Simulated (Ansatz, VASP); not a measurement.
GaF in VASP and in Ansatz

```
Ga F
1.0
     0.00000    2.57696    2.57696
     2.57696    0.00000    2.57696
     2.57696    2.57696    0.00000
Ga F
1 1
Direct
  0.25000 0.25000 0.25000
  0.00000 0.00000 0.00000
```

Alike in both runs: task single point; functional PBE; k mesh 9 × 9 × 9; occupations gaussian, width 0.023 eV; no spin polarisation.

|  | VASP | Ansatz |
| --- | --- | --- |
| version | VASP 6.6.1 | Ansatz 0.2.0 |
| potentials or method | VASP PAW PBE potentials, release 64 (Ga_d, F) | Ansatz PAW |
| plane-wave cutoff (eV) | 600 | 420 |
| valence electrons in the cell | 20 | 20 |

```csv
,VASP,Ansatz,Ansatz less VASP
gap on the k mesh at the Fermi level (eV),1.01,1.01,+0.003
least direct gap on the mesh (eV),1.01,1.01,+0.003
pressure (GPa),14.5,14.5,+0.02
```

The functional is the same, so the differences come from potentials, cutoffs and numerics.

Noted on Ansatz's run: odd divisions of the mesh miss points on the zone boundary, where band edges often lie, so the gap on the mesh can be too wide.
